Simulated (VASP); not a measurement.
# Hf (P6_3/mmc) in VASP: a series of runs, part 2 of 2

VASP 6.6.1. The steps go on from the part before.

### 4 Single point, PBEsol

This run uses another cell than the first one, of 21.87 Å³/atom, 1.010 times its volume.

The input, INCAR:

```
SYSTEM = Hf
  PREC = Accurate
  ENCUT = 500
  EDIFF = 1E-6
  ISMEAR = 1
  SIGMA = 0.1
  LREAL = .FALSE.
  LASPH = .TRUE.
  NELM = 120
  ALGO = Normal
  ISIF = 2
  LWAVE = .FALSE.
  LCHARG = .FALSE.
  GGA = PS
  NBANDS = 17
  GGA_COMPAT = .FALSE.
```

The input, KPOINTS:

```
regular mesh
0
G
  8 8 5
  0 0 0
```

The input, POSCAR:

```
Hf
1.0
    3.1721885197      0.0000000000      0.0000000000
   -1.5860942599      2.7471958437      0.0000000000
    0.0000000000      0.0000000000      5.0185915952
Hf
2
Direct
    0.3333333333      0.6666666667      0.2500000000
    0.6666666667      0.3333333333      0.7500000000
```

Potentials or basis: VASP PAW PBE potentials, release 64 (Hf_pv).

Command:

```sh
cat potpaw_PBE.64/Hf_pv/POTCAR > POTCAR
mpirun -np 1 vasp_std > vasp.out
```

OUTCAR:

```text
SYSTEM = Hf
   PREC = Accurate
   ENCUT = 500
   EDIFF = 1E-6
   ISMEAR = 1
   LREAL = .FALSE.
   LASPH = .TRUE.
   NELM = 120
   ISIF = 2
   GGA = PS

 ion  position               nearest neighbor table
   1  0.333  0.667  0.250-   2 3.11   2 3.11   2 3.11   2 3.11   2 3.11   2 3.11
   2  0.667  0.333  0.750-   1 3.11   1 3.11   1 3.11   1 3.11   1 3.11   1 3.11

  LATTYP: Found a hexagonal cell.
 ALAT       =     3.1721885197
 C/A-ratio  =     1.5820596929

  Lattice vectors:

 A1 = (   3.1721885197,   0.0000000000,   0.0000000000)
 A2 = (  -1.5860942599,   2.7471958437,   0.0000000000)
 A3 = (   0.0000000000,   0.0000000000,   5.0185915952)

Analysis of symmetry for initial positions (statically):
=====================================================================
 Subroutine PRICEL returns:
 Original cell was already a primitive cell.

 Routine SETGRP: Setting up the symmetry group for a
 hexagonal supercell.

 Subroutine GETGRP returns: Found 24 space group operations
 (whereof 12 operations were pure point group operations)
 out of a pool of 24 trial point group operations.

The static configuration has the point symmetry D_3d.
 The point group associated with its full space group is D_6h.

Analysis of symmetry for dynamics (positions and initial velocities):
=====================================================================
 Subroutine PRICEL returns:
 Original cell was already a primitive cell.

 Routine SETGRP: Setting up the symmetry group for a
 hexagonal supercell.

 Subroutine GETGRP returns: Found 24 space group operations
 (whereof 12 operations were pure point group operations)
 out of a pool of 24 trial point group operations.

The dynamic configuration has the point symmetry D_3d.
 The point group associated with its full space group is D_6h.

 Subroutine INISYM returns: Found 24 space group operations
 (whereof 12 operations are pure point group operations),
 and found     1 'primitive' translations

----------------------------------------------------------------------------------------

                                     Primitive cell

  volume of cell :      43.7351

  direct lattice vectors                    reciprocal lattice vectors
     3.172188520  0.000000000  0.000000000     0.315239777  0.182003770  0.000000000
    -1.586094260  2.747195844  0.000000000     0.000000000  0.364007540  0.000000000
     0.000000000  0.000000000  5.018591595     0.000000000  0.000000000  0.199259091

  length of vectors
     3.172188520  3.172188520  5.018591595     0.364007540  0.364007540  0.199259091

  position of ions in fractional coordinates (direct lattice)
     0.333333333  0.666666667  0.250000000
     0.666666667  0.333333333  0.750000000

  ion indices of the primitive-cell ions
   primitive index   ion index
                 1           1
                 2           2

----------------------------------------------------------------------------------------

 KPOINTS: regular mesh

Automatic generation of k-mesh.
 Grid dimensions read from file:
 generate k-points for:    8    8    5

 Generating k-lattice:

  Cartesian coordinates                     Fractional coordinates (reciprocal lattice)
     0.039404972  0.022750471  0.000000000     0.125000000  0.000000000  0.000000000
     0.000000000  0.045500942  0.000000000     0.000000000  0.125000000  0.000000000
     0.000000000  0.000000000  0.039851818     0.000000000  0.000000000  0.200000000

  Length of vectors
     0.045500942  0.045500942  0.039851818

  Shift w.r.t. Gamma in fractional coordinates (k-lattice)
     0.000000000  0.000000000  0.000000000

 Subroutine IBZKPT returns following result:
 ===========================================

 Found     30 irreducible k-points:

 Following reciprocal coordinates:
            Coordinates               Weight
  0.000000  0.000000  0.000000      1.000000
  0.125000  0.000000  0.000000      6.000000
  0.250000  0.000000  0.000000      6.000000
  0.375000  0.000000  0.000000      6.000000
  0.500000  0.000000  0.000000      3.000000
  0.125000  0.125000  0.000000      6.000000
[... 16 lines left out ...]
  0.250000  0.000000  0.400000     12.000000
  0.375000  0.000000  0.400000     12.000000
 [... further k-points ...]
   k-points           NKPTS =     30   k-points in BZ     NKDIM =     30   number of bands    NBANDS=     17
   number of dos      NEDOS =    301   number of ions     NIONS =      2
   total plane-waves  NPLWV =  23040
   dimension x,y,z NGX =    24 NGY =   24 NGZ =   40
   dimension x,y,z NGXF=    48 NGYF=   48 NGZF=   80
   ions per type =               2
   NGX,Y,Z   is equivalent  to a cutoff of  12.58, 12.58, 13.25 a.u.
   NGXF,Y,Z  is equivalent  to a cutoff of  25.16, 25.16, 26.50 a.u.
 SYSTEM =  Hf
   PREC   = accura    normal or accurate (medium, high low for compatibility)
   ISTART =      0    job   : 0-new  1-cont  2-samecut
   ICHARG =      2    charge: 1-file 2-atom 10-const
   ISPIN  =      1    spin polarized calculation?
   LNONCOLLINEAR =      F non collinear calculations
   LSORBIT =      F    spin-orbit coupling
   LASPH  =      T    aspherical Exc in radial PAW
   ENCUT  =  500.0 eV  36.75 Ry    6.06 a.u.   5.78  5.78  9.15*2*pi/ulx,y,z
   NELM   =    120;   NELMIN=  2; NELMDL= -5     # of ELM steps
   EDIFF  = 0.1E-05   stopping-criterion for ELM
   LREAL  =      F    real-space projection
   EDIFFG = 0.1E-04   stopping-criterion for IOM
   NSW    =      0    number of steps for IOM
   IBRION =     -1    ionic relax: 0-MD 1-quasi-New 2-CG
   NFREE  =      0    steps in history (QN), initial steepest desc. (CG)
   ISIF   =      2    stress and relaxation
   ISYM   =      2    0-nonsym 1-usesym 2-fastsym
   POTIM  = 0.5000    time-step for ionic-motion
   TEBEG  =    0.0;   TEEND  =   0.0 temperature during run
   PSTRESS=    0.0 pullay stress
   NELECT =      20.0000    total number of electrons
   NUPDOWN=      -1.0000    fix difference up-down
   EMIN   =  10.00;   EMAX   =-10.00  energy-range for DOS
   EFERMI =   0.00;   METHOD = LEGACY
   ISMEAR =     1;   SIGMA  =   0.10  broadening in eV -4-tet -1-fermi 0-gaus
   EFERMI_NEDOS =   21; number of points for ismear=-14 and -15
   IALGO  =     38    algorithm
   IMIX   =      4    mixing-type and parameters
     AMIX     =   0.40;   BMIX     =  1.00
     AMIX_MAG =   1.60;   BMIX_MAG =  1.00
  volume/ion in A,a.u.               =      21.87       147.57
  Fermi-wavevector in a.u.,A,eV,Ry     =   1.261270  2.383454 21.644170  1.590802
  Thomas-Fermi vector in A             =   2.394737
   LORBIT       =      0    0 simple, 1 ext, 2 COOP (PROOUT), +10 PAW based schemes
   GGA     = PS    functional components
   LHFCALC =     F    Hartree Fock is set to
   AEXX    =    0.0000 exact exchange contribution
   IVDW    =     0    specifies the selected vdW correction
   LEPSILON=     F    determine dielectric tensor
   LRPA    =     F    only Hartree local field effects (RPA)
 non-spin polarized calculation
 Methfessel and Paxton  Order N= 1 SIGMA  =   0.10
  energy-cutoff  :      500.00
  volume of cell :       43.74
 maximum number of plane-waves:      1120
 NGX is ok and might be reduce to    24
   NGX = 11   NGY = 11   NGZ = 19

 number of electron      19.9999998 magnetization

 Free energy of the ion-electron system (eV)
  ---------------------------------------------------
  ext. energy  EPLUGINS =         0.00000000
  ---------------------------------------------------
  free energy    TOTEN  =       -21.00632418 eV

  energy without entropy =      -21.00666922  energy(sigma->0) =      -21.00643920

 E-fermi :   5.0140     XC(G=0): -11.4962

 val. band max:        4.8890055749   @ k =   0.0000   0.0000   0.4000
 cond. band min:       5.0240345428   @ k =   0.2500   0.2500   0.4000
 fundamental gap:      0.1350289679
 Fermi energy:         5.0140380993

 k-point     1 :       0.0000    0.0000    0.0000
  band No.  band energies     occupation
      1     -26.1069      2.00000
      2     -25.2933      2.00000
      3     -25.2933      2.00000
      4     -25.1646      2.00000
      5     -25.1548      2.00000
      6     -25.1548      2.00000
[... 9 lines left out ...]
     16       7.5779      0.00000
     17      10.3617      0.00000
[... 441 lines left out ...]
 k-point    24 :       0.3750    0.0000    0.4000
  band No.  band energies     occupation
      1     -25.9455      2.00000
      2     -25.8751      2.00000
      3     -25.4573      2.00000
      4     -25.3822      2.00000
      5     -25.3463      2.00000
      6     -25.3137      2.00000
[... 9 lines left out ...]
     16      10.3023      0.00000
     17      10.7587      0.00000

 [... further k-points ...]

------------------------ aborting loop because EDIFF is reached ----------------------------------------

  FORCE on cell =-STRESS in cart. coord.  units (eV):
  Direction    XX          YY          ZZ          XY          YZ          ZX
  --------------------------------------------------------------------------------------
  -------------------------------------------------------------------------------------
  Total       -0.4002062     -0.4002062     -0.4067743      0.0000000      0.0000000     -0.0000000
  in kB      -14.6610129    -14.6610129    -14.9016248      0.0000000      0.0000000     -0.0000000
  external PRESSURE =     -14.7412169 kB  Pullay stress =       0.0000000 kB

 VOLUME and BASIS-vectors are now :
 -----------------------------------------------------------------------------
  energy-cutoff  :      500.00
  volume of cell :       43.74
      direct lattice vectors                 reciprocal lattice vectors
     3.172188520  0.000000000  0.000000000     0.315239777  0.182003770  0.000000000
    -1.586094260  2.747195844  0.000000000     0.000000000  0.364007540  0.000000000
     0.000000000  0.000000000  5.018591595     0.000000000  0.000000000  0.199259091

 POSITION                                       TOTAL-FORCE (eV/Angst)
 -----------------------------------------------------------------------------------
     -0.00000      1.83146      1.25465         0.000000     -0.000000      0.000000
      1.58609      0.91573      3.76394        -0.000000      0.000000      0.000000
 -----------------------------------------------------------------------------------
    total drift:                               -0.000000      0.000000     -0.000000

  FREE ENERGIE OF THE ION-ELECTRON SYSTEM (eV)
  ---------------------------------------------------
  free  energy   TOTEN  =       -21.0063241819 eV

  energy  without entropy=      -21.0066692242  energy(sigma->0) =      -21.00643920
```

Wall time 9.8 s (1 thread of Intel Xeon Platinum 8559C (Emerald Rapids), shared host); peak memory 0.16 GiB.

What came out:

- Free energy: -21.0063 eV
- Pressure: -1.5 GPa
- Band gap on the k mesh: zero (band 10 reaches 6.09 eV, above the bottom of band 11 at 4.64 eV)

Caveat: the PAW data sets were made with another functional, which shifts forces and pressure a little; spin-orbit coupling is left out, which moves the levels of the heavy elements.

### 5 Overview

| cell | gap on the mesh (eV) | pressure (GPa) |
| --- | --- | --- |
| a = 3.162, b = 3.162, c = 5.002 Å, angles 90.0, 90.0, 120.0°, 2 atoms | none | -0.4 |
| a = 3.151, b = 3.151, c = 4.985 Å, angles 90.0, 90.0, 120.0°, 2 atoms | none | 0.8 |
| a = 3.172, b = 3.172, c = 5.019 Å, angles 90.0, 90.0, 120.0°, 2 atoms | none | -1.5 |

Alike in all rows: task single point; level PBEsol; potentials or basis VASP PAW PBE potentials, release 64 (Hf_pv); no spin polarisation; k mesh 8 × 8 × 5; cutoff (eV) 500; smearing methfessel-paxton 0.1 eV.

Caveats: the PAW data sets were made with another functional, which shifts forces and pressure a little; spin-orbit coupling is left out, which moves the levels of the heavy elements.

Absolute energies hang on the potentials; compare differences alone.
